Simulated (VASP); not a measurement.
A run of VASP 6.6.1 is set up as follows.

Contents of INCAR:

```
PREC     = Accurate       # precision mode
ENCUT    = 600            # plane-wave cutoff, eV
EDIFF    = 1E-7           # SCF threshold, eV
ISMEAR   = -1             # smearing method
SIGMA    = 0.02           # smearing width, eV
LREAL    = F              # projectors in reciprocal space
LASPH    = T              # aspherical terms in the spheres
NELM     = 80             # most SCF steps
ALGO     = Normal         # electronic algorithm
ISIF     = 3              # what is computed and relaxed
LWAVE    = F              # write WAVECAR
LCHARG   = F              # write CHGCAR
GGA      = PE             # functional
IBRION   = 2              # ionic algorithm
NSW      = 80             # ionic steps
EDIFFG   = -0.005         # ionic threshold
```

The input KPOINTS:

```
regular mesh
0
Gamma
  8 8 8
```

File POSCAR:

```
PbO
1.0
    2.6358499301      0.0000000000      0.0000000000
    0.0000000000      2.6358499301      0.0000000000
    0.0000000000      0.0000000000      2.6358499301
Pb O
1 1
Direct
    0.0000000000      0.0000000000      0.0000000000
    0.5000000000      0.5000000000      0.5000000000
```

Potentials or basis: VASP PAW PBE potentials, release 64 (Pb_d, O).

Command:

```sh
$ cat potpaw_PBE.64/Pb_d/POTCAR potpaw_PBE.64/O/POTCAR > POTCAR
$ mpirun -np 1 vasp_std > vasp.out
```

(1) Predict the relaxed volume.

(2) Estimate the space group after relaxing (to 0.05 Å).

Answers

(1) 16.20 Å³/atom.

(2) Pm-3m (No. 221).

Caveat: the volume moved by over 15 % at a fixed basis, so the end points are rough.
